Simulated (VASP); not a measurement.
# MgH2 in VASP: further runs, part 2 of 3

VASP 6.6.1. The steps go on from the part before.

## (3) Single point, PBE

This run uses another cell than the first one, of 15.24 Å³/atom, 0.734 times its volume.

The input, INCAR:

```
ALGO = Normal ; EDIFF = 1E-6
ENCUT = 520 ; GGA = PE
ISIF = 2 ; ISMEAR = 0
LASPH = True ; LCHARG = True
LELF = True ; LREAL = False
LVHAR = True ; LWAVE = False
NBANDS = 20 ; NELM = 80
PREC = Accurate ; SIGMA = 0.1
```

The input, KPOINTS:

```
k-points
0
Gamma
  4 4 4
```

The input, POSCAR:

```
MgH2
1.0
    6.1868128500      0.0000000000      0.0000000000
    0.0000000000      6.1868128500      0.0000000000
    0.0000000000      0.0000000000      4.7764498400
Mg H
4 8
Direct
    0.3384865200      0.0000000000      0.7500000000
    0.6615134800      0.0000000000      0.2500000000
    0.0000000000      0.3384865200      0.0000000000
    0.0000000000      0.6615134800      0.5000000000
    0.5000000000      0.0565719400      0.5000000000
    0.5000000000      0.9434280600      0.0000000000
    0.1927260800      0.1927260800      0.8750000000
    0.1927260800      0.8072739200      0.6250000000
    0.8072739200      0.1927260800      0.1250000000
    0.8072739200      0.8072739200      0.3750000000
    0.9434280600      0.5000000000      0.7500000000
    0.0565719400      0.5000000000      0.2500000000
```

Potentials or basis: VASP PAW PBE potentials, release 64 (Mg, H).

Started as:

```console
$ cat potpaw_PBE.64/Mg/POTCAR potpaw_PBE.64/H/POTCAR > POTCAR
$ mpirun -np 1 vasp_std > vasp.out
```

OUTCAR:

```text
EDIFF = 1E-6
   ENCUT = 520
   GGA = PE
   ISIF = 2
   ISMEAR = 0
   LASPH = True
   LREAL = False
   NELM = 80
   PREC = Accurate

 ion  position               nearest neighbor table
   1  0.338  0.000  0.750-   5 1.60   6 1.60   7 1.61   8 1.61   2 3.11   2 3.11   4 3.19   3 3.19

   2  0.662  0.000  0.250-   5 1.60   6 1.60   9 1.61  10 1.61   1 3.11   1 3.11   4 3.19   3 3.19

   3  0.000  0.338  0.000-  11 1.60  12 1.60   7 1.61   9 1.61   4 3.11   4 3.11   1 3.19   2 3.19

   4  0.000  0.662  0.500-  11 1.60  12 1.60   8 1.61  10 1.61   3 3.11   3 3.11   1 3.19   2 3.19

   5  0.500  0.057  0.500-   1 1.60   2 1.60
   6  0.500  0.943  0.000-   1 1.60   2 1.60
   7  0.193  0.193  0.875-   1 1.61   3 1.61
   8  0.193  0.807  0.625-   1 1.61   4 1.61
   9  0.807  0.193  0.125-   2 1.61   3 1.61
  10  0.807  0.807  0.375-   2 1.61   4 1.61
  11  0.943  0.500  0.750-   3 1.60   4 1.60
  12  0.057  0.500  0.250-   3 1.60   4 1.60

  LATTYP: Found a simple tetragonal cell.
 ALAT       =     6.1868128500
 C/A-ratio  =     0.7720372275

  Lattice vectors:

 A1 = (   6.1868128500,   0.0000000000,   0.0000000000)
 A2 = (   0.0000000000,   6.1868128500,   0.0000000000)
 A3 = (   0.0000000000,   0.0000000000,   4.7764498400)

Analysis of symmetry for initial positions (statically):
=====================================================================
 Subroutine PRICEL returns:
 Original cell was already a primitive cell.

 Routine SETGRP: Setting up the symmetry group for a
 simple tetragonal supercell.

 Subroutine GETGRP returns: Found  8 space group operations
 (whereof  2 operations were pure point group operations)
 out of a pool of 16 trial point group operations.

The static configuration has the point symmetry C_2 .
 The point group associated with its full space group is D_4 .

Analysis of symmetry for dynamics (positions and initial velocities):
=====================================================================
 Subroutine PRICEL returns:
 Original cell was already a primitive cell.

 Routine SETGRP: Setting up the symmetry group for a
 simple tetragonal supercell.

 Subroutine GETGRP returns: Found  8 space group operations
 (whereof  2 operations were pure point group operations)
 out of a pool of 16 trial point group operations.

The dynamic configuration has the point symmetry C_2 .
 The point group associated with its full space group is D_4 .

 Subroutine INISYM returns: Found  8 space group operations
 (whereof  2 operations are pure point group operations),
 and found     1 'primitive' translations

----------------------------------------------------------------------------------------

                                     Primitive cell

  volume of cell :     182.8265

  direct lattice vectors                    reciprocal lattice vectors
     6.186812850  0.000000000  0.000000000     0.161634112  0.000000000  0.000000000
[... 66 lines left out ...]
  0.250000  0.250000  0.000000      4.000000
  0.500000  0.250000  0.000000      4.000000
  0.500000  0.500000  0.000000      1.000000
[... 10 lines left out ...]
  0.500000  0.250000  0.500000      4.000000
  0.500000  0.500000  0.500000      1.000000
   k-points           NKPTS =     18   k-points in BZ     NKDIM =     18   number of bands    NBANDS=     20
   number of dos      NEDOS =    301   number of ions     NIONS =     12
   total plane-waves  NPLWV =  82944
   dimension x,y,z NGX =    48 NGY =   48 NGZ =   36
   dimension x,y,z NGXF=    96 NGYF=   96 NGZF=   72
   ions per type =               4   8
   NGX,Y,Z   is equivalent  to a cutoff of  12.90, 12.90, 12.53 a.u.
   NGXF,Y,Z  is equivalent  to a cutoff of  25.80, 25.80, 25.06 a.u.
 SYSTEM =  unknown system
   PREC   = accura    normal or accurate (medium, high low for compatibility)
   ISTART =      0    job   : 0-new  1-cont  2-samecut
   ICHARG =      2    charge: 1-file 2-atom 10-const
   ISPIN  =      1    spin polarized calculation?
   LNONCOLLINEAR =      F non collinear calculations
   LSORBIT =      F    spin-orbit coupling
   LASPH  =      T    aspherical Exc in radial PAW
   ENCUT  =  520.0 eV  38.22 Ry    6.18 a.u.  11.50 11.50  8.88*2*pi/ulx,y,z
   NELM   =     80;   NELMIN=  2; NELMDL= -5     # of ELM steps
   EDIFF  = 0.1E-05   stopping-criterion for ELM
   LREAL  =      F    real-space projection
   EDIFFG = 0.1E-04   stopping-criterion for IOM
   NSW    =      0    number of steps for IOM
   IBRION =     -1    ionic relax: 0-MD 1-quasi-New 2-CG
   NFREE  =      0    steps in history (QN), initial steepest desc. (CG)
   ISIF   =      2    stress and relaxation
   ISYM   =      2    0-nonsym 1-usesym 2-fastsym
   POTIM  = 0.5000    time-step for ionic-motion
   TEBEG  =    0.0;   TEEND  =   0.0 temperature during run
   PSTRESS=    0.0 pullay stress
   NELECT =      16.0000    total number of electrons
   NUPDOWN=      -1.0000    fix difference up-down
   EMIN   =  10.00;   EMAX   =-10.00  energy-range for DOS
   EFERMI =   0.00;   METHOD = LEGACY
   ISMEAR =     0;   SIGMA  =   0.10  broadening in eV -4-tet -1-fermi 0-gaus
   EFERMI_NEDOS =   21; number of points for ismear=-14 and -15
   IALGO  =     38    algorithm
   IMIX   =      4    mixing-type and parameters
     AMIX     =   0.40;   BMIX     =  1.00
     AMIX_MAG =   1.60;   BMIX_MAG =  1.00
  volume/ion in A,a.u.               =      15.24       102.81
  Fermi-wavevector in a.u.,A,eV,Ry     =   0.726834  1.373517  7.187786  0.528287
  Thomas-Fermi vector in A             =   1.817906
   LORBIT       =      0    0 simple, 1 ext, 2 COOP (PROOUT), +10 PAW based schemes
   GGA     = PE    functional components
   LHFCALC =     F    Hartree Fock is set to
   AEXX    =    0.0000 exact exchange contribution
   IVDW    =     0    specifies the selected vdW correction
   LEPSILON=     F    determine dielectric tensor
   LRPA    =     F    only Hartree local field effects (RPA)
 non-spin polarized calculation
 Gauss-broadening in eV      SIGMA  =   0.10
  energy-cutoff  :      520.00
  volume of cell :      182.83
 maximum number of plane-waves:      4965
 NGX is ok and might be reduce to    48
   NGX = 23   NGY = 23   NGZ = 17

 number of electron      15.9999993 magnetization

 Free energy of the ion-electron system (eV)
  ---------------------------------------------------
  ext. energy  EPLUGINS =         0.00000000
  ---------------------------------------------------
  free energy    TOTEN  =       -30.93420571 eV

  energy without entropy =      -30.93420571  energy(sigma->0) =      -30.93420571

 E-fermi :  -2.5116     XC(G=0):  -6.3240

 val. band max:       -2.9472934989   @ k =   0.5000   0.2500   0.0000
 cond. band min:       2.0498192937   @ k =   0.5000   0.0000   0.5000
 fundamental gap:      4.9971127925
 Fermi energy:        -2.5115745917

 k-point     1 :       0.0000    0.0000    0.0000
  band No.  band energies     occupation
      1      -7.5265      2.00000
      2      -5.6442      2.00000
      3      -4.7723      2.00000
      4      -4.7723      2.00000
      5      -3.5601      2.00000
      6      -3.4185      2.00000
[... 403 lines left out ...]
     19       6.9709      0.00000
     20       6.9709      0.00000

------------------------ aborting loop because EDIFF is reached ----------------------------------------

  FORCE on cell =-STRESS in cart. coord.  units (eV):
  Direction    XX          YY          ZZ          XY          YZ          ZX
  --------------------------------------------------------------------------------------
  -------------------------------------------------------------------------------------
  Total       15.6431923     15.6431923     17.6171714      0.0000000      0.0000000      0.0000000
  in kB      137.0871629    137.0871629    154.3858819      0.0000000      0.0000000      0.0000000
  external PRESSURE =     142.8534026 kB  Pullay stress =       0.0000000 kB

 VOLUME and BASIS-vectors are now :
 -----------------------------------------------------------------------------
  energy-cutoff  :      520.00
  volume of cell :      182.83
      direct lattice vectors                 reciprocal lattice vectors
     6.186812850  0.000000000  0.000000000     0.161634112  0.000000000  0.000000000
     0.000000000  6.186812850  0.000000000     0.000000000  0.161634112  0.000000000
     0.000000000  0.000000000  4.776449840     0.000000000  0.000000000  0.209360515

 POSITION                                       TOTAL-FORCE (eV/Angst)
 -----------------------------------------------------------------------------------
      2.09415      0.00000      3.58234        -0.151234      0.000000      0.000000
      4.09266      0.00000      1.19411         0.151234      0.000000      0.000000
      0.00000      2.09415      0.00000         0.000000     -0.151234      0.000000
      0.00000      4.09266      2.38822         0.000000      0.151234     -0.000000
      3.09341      0.35000      2.38822        -0.000000      1.058617     -0.000000
      3.09341      5.83681      0.00000         0.000000     -1.058617      0.000000
      1.19236      1.19236      4.17939         0.260044      0.260044      0.000000
      1.19236      4.99445      2.98528         0.260044     -0.260044      0.000000
      4.99445      1.19236      0.59706        -0.260044      0.260044      0.000000
      4.99445      4.99445      1.79117        -0.260044     -0.260044      0.000000
      5.83681      3.09341      3.58234        -1.058617      0.000000      0.000000
      0.35000      3.09341      1.19411         1.058617      0.000000      0.000000
 -----------------------------------------------------------------------------------
    total drift:                               -0.000000      0.000000      0.000000

  FREE ENERGIE OF THE ION-ELECTRON SYSTEM (eV)
  ---------------------------------------------------
  free  energy   TOTEN  =       -30.9342057111 eV

  energy  without entropy=      -30.9342057111  energy(sigma->0) =      -30.93420571
```

Wall time 71 s (1 thread of Oxide Virtual Turin-like, shared host); peak memory 0.24 GiB.

What came out:

```yaml
Free_energy: -30.9342 eV
Pressure: 14.3 GPa
Largest_force: 1.059 eV/Å
Band_gap_on_the_k_mesh: 5.00 eV, indirect (least direct gap 5.32 eV)
```

Forces on the atoms (eV/Å):
```
Mg  -0.151  0.000  0.000
Mg   0.151  0.000  0.000
Mg   0.000 -0.151  0.000
Mg   0.000  0.151  0.000
H    0.000  1.059  0.000
H    0.000 -1.059  0.000
H    0.260  0.260  0.000
H    0.260 -0.260  0.000
H   -0.260  0.260  0.000
H   -0.260 -0.260  0.000
H   -1.059  0.000  0.000
H    1.059  0.000  0.000
```

Stress tensor (GPa, compression positive):
```
13.71  0.00  0.00
 0.00 13.71  0.00
 0.00  0.00 15.44
```

Caveat: forces of over 1 eV/Å act on the atoms, so gaps and moduli don't describe the material at rest.

## (4) Single point, PBE

This run uses another cell than the first one, of 20.51 Å³/atom, 0.987 times its volume.

The input, INCAR:

```
SYSTEM = MgH2
  PREC = Accurate
  ENCUT = 520
  EDIFF = 1E-7
  ISMEAR = 0
  SIGMA = 0.1
  LREAL = .FALSE.
  LASPH = .TRUE.
  NELM = 80
  ALGO = Normal
  ISIF = 2
  LWAVE = .FALSE.
  LCHARG = .FALSE.
  GGA = PE
  NBANDS = 20
```

The input, KPOINTS:

```
regular mesh
0
G
  4 4 4
  0 0 0
```

The input, POSCAR:

```
MgH2
1.0
    6.7632397582      0.0000000000      0.0000000000
    0.0000000000      6.7632397582      0.0000000000
    0.0000000000      0.0000000000      5.3799544041
Mg H
4 8
Direct
    0.3485817766      0.0000000000      0.7500000000
    0.6514182234      0.0000000000      0.2500000000
    0.0000000000      0.3485817766      0.0000000000
    0.0000000000      0.6514182234      0.5000000000
    0.5000000000      0.0985660499      0.5000000000
    0.5000000000      0.9014339501      0.0000000000
    0.1968292569      0.1968292569      0.8750000000
    0.1968292569      0.8031707431      0.6250000000
    0.8031707431      0.1968292569      0.1250000000
    0.8031707431      0.8031707431      0.3750000000
    0.9014339501      0.5000000000      0.7500000000
    0.0985660499      0.5000000000      0.2500000000
```

Potentials or basis: VASP PAW PBE potentials, release 64 (Mg, H).

Started as:

```console
$ cat potpaw_PBE.64/Mg/POTCAR potpaw_PBE.64/H/POTCAR > POTCAR
$ mpirun -np 1 vasp_std > vasp.out
```

OUTCAR:

```text
SYSTEM = MgH2
   PREC = Accurate
   ENCUT = 520
   EDIFF = 1E-7
   ISMEAR = 0
   LREAL = .FALSE.
   LASPH = .TRUE.
   NELM = 80
   ISIF = 2
   GGA = PE

 ion  position               nearest neighbor table
   1  0.349  0.000  0.750-   7 1.81   8 1.81   5 1.82   6 1.82   2 3.38   2 3.38   4 3.60   3 3.60

   2  0.651  0.000  0.250-   9 1.81  10 1.81   5 1.82   6 1.82   1 3.38   1 3.38   4 3.60   3 3.60

   3  0.000  0.349  0.000-   7 1.81   9 1.81  11 1.82  12 1.82   4 3.38   4 3.38   1 3.60   2 3.60

   4  0.000  0.651  0.500-   8 1.81  10 1.81  11 1.82  12 1.82   3 3.38   3 3.38   1 3.60   2 3.60

   5  0.500  0.099  0.500-   1 1.82   2 1.82
   6  0.500  0.901  0.000-   1 1.82   2 1.82
   7  0.197  0.197  0.875-   1 1.81   3 1.81
   8  0.197  0.803  0.625-   1 1.81   4 1.81
   9  0.803  0.197  0.125-   2 1.81   3 1.81
  10  0.803  0.803  0.375-   2 1.81   4 1.81
  11  0.901  0.500  0.750-   3 1.82   4 1.82
  12  0.099  0.500  0.250-   3 1.82   4 1.82

  LATTYP: Found a simple tetragonal cell.
 ALAT       =     6.7632397582
 C/A-ratio  =     0.7954700109

  Lattice vectors:

 A1 = (   6.7632397582,   0.0000000000,   0.0000000000)
 A2 = (   0.0000000000,   6.7632397582,   0.0000000000)
 A3 = (   0.0000000000,   0.0000000000,   5.3799544041)

Analysis of symmetry for initial positions (statically):
=====================================================================
 Subroutine PRICEL returns:
 Original cell was already a primitive cell.

 Routine SETGRP: Setting up the symmetry group for a
 simple tetragonal supercell.

 Subroutine GETGRP returns: Found  8 space group operations
 (whereof  2 operations were pure point group operations)
 out of a pool of 16 trial point group operations.

The static configuration has the point symmetry C_2 .
 The point group associated with its full space group is D_4 .

Analysis of symmetry for dynamics (positions and initial velocities):
=====================================================================
[... 154 lines left out ...]
   LRPA    =     F    only Hartree local field effects (RPA)
 non-spin polarized calculation
 Gauss-broadening in eV      SIGMA  =   0.10
  energy-cutoff  :      520.00
  volume of cell :      246.09
 maximum number of plane-waves:      6684
   NGX = 25   NGY = 25   NGZ = 21

 number of electron      15.9999993 magnetization

 Free energy of the ion-electron system (eV)
  ---------------------------------------------------
  ext. energy  EPLUGINS =         0.00000000
  ---------------------------------------------------
  free energy    TOTEN  =       -33.89116143 eV

  energy without entropy =      -33.89116143  energy(sigma->0) =      -33.89116143

 E-fermi :  -3.4177     XC(G=0):  -5.6193

 val. band max:       -3.8904522105   @ k =   0.5000   0.5000   0.2500
 cond. band min:       1.2545331025   @ k =   0.5000   0.0000   0.5000
 fundamental gap:      5.1449853131
 Fermi energy:        -3.4177009462

 k-point     1 :       0.0000    0.0000    0.0000
  band No.  band energies     occupation
      1      -7.2985      2.00000
      2      -5.8149      2.00000
      3      -5.1078      2.00000
      4      -5.1078      2.00000
      5      -4.0322      2.00000
      6      -4.0322      2.00000
[... 403 lines left out ...]
     19       5.3849      0.00000
     20       5.3849      0.00000

------------------------ aborting loop because EDIFF is reached ----------------------------------------

  FORCE on cell =-STRESS in cart. coord.  units (eV):
  Direction    XX          YY          ZZ          XY          YZ          ZX
  --------------------------------------------------------------------------------------
  -------------------------------------------------------------------------------------
  Total        0.1671298      0.1671298      0.2684282      0.0000000      0.0000000      0.0000000
  in kB        1.0881185      1.0881185      1.7476346      0.0000000      0.0000000      0.0000000
  external PRESSURE =       1.3079572 kB  Pullay stress =       0.0000000 kB

 VOLUME and BASIS-vectors are now :
 -----------------------------------------------------------------------------
  energy-cutoff  :      520.00
  volume of cell :      246.09
      direct lattice vectors                 reciprocal lattice vectors
     6.763239758  0.000000000  0.000000000     0.147858132  0.000000000  0.000000000
     0.000000000  6.763239758  0.000000000     0.000000000  0.147858132  0.000000000
     0.000000000  0.000000000  5.379954404     0.000000000  0.000000000  0.185875181

 POSITION                                       TOTAL-FORCE (eV/Angst)
 -----------------------------------------------------------------------------------
      2.35754      0.00000      4.03497        -0.006149     -0.000000      0.000000
      4.40570      0.00000      1.34499         0.006149     -0.000000      0.000000
      0.00000      2.35754      0.00000        -0.000000     -0.006149      0.000000
      0.00000      4.40570      2.68998        -0.000000      0.006149      0.000000
      3.38162      0.66663      2.68998        -0.000000     -0.004197      0.000000
      3.38162      6.09661      0.00000        -0.000000      0.004197      0.000000
      1.33120      1.33120      4.70746         0.000952      0.000952      0.000000
      1.33120      5.43204      3.36247         0.000952     -0.000952      0.000000
      5.43204      1.33120      0.67249        -0.000952      0.000952     -0.000000
      5.43204      5.43204      2.01748        -0.000952     -0.000952      0.000000
      6.09661      3.38162      4.03497         0.004197     -0.000000      0.000000
      0.66663      3.38162      1.34499        -0.004197     -0.000000      0.000000
 -----------------------------------------------------------------------------------
    total drift:                               -0.000000      0.000000      0.000000

  FREE ENERGIE OF THE ION-ELECTRON SYSTEM (eV)
  ---------------------------------------------------
  free  energy   TOTEN  =       -33.8911614341 eV

  energy  without entropy=      -33.8911614341  energy(sigma->0) =      -33.89116143
```

Wall time 99 s (1 thread of Oxide Virtual Turin-like, shared host); peak memory 0.31 GiB.

Results:

- Free energy: -33.8912 eV
- Pressure: 0.1 GPa
- Largest force: 0.006 eV/Å
- Band gap on the k mesh: 5.14 eV, indirect (least direct gap 5.28 eV)

Forces on the atoms (eV/Å):
```
Mg  -0.006  0.000  0.000
Mg   0.006  0.000  0.000
Mg   0.000 -0.006  0.000
Mg   0.000  0.006  0.000
H    0.000 -0.004  0.000
H    0.000  0.004  0.000
H    0.001  0.001  0.000
H    0.001 -0.001  0.000
H   -0.001  0.001  0.000
H   -0.001 -0.001  0.000
H    0.004  0.000  0.000
H   -0.004  0.000  0.000
```

(Continued in part 3 of 3.)
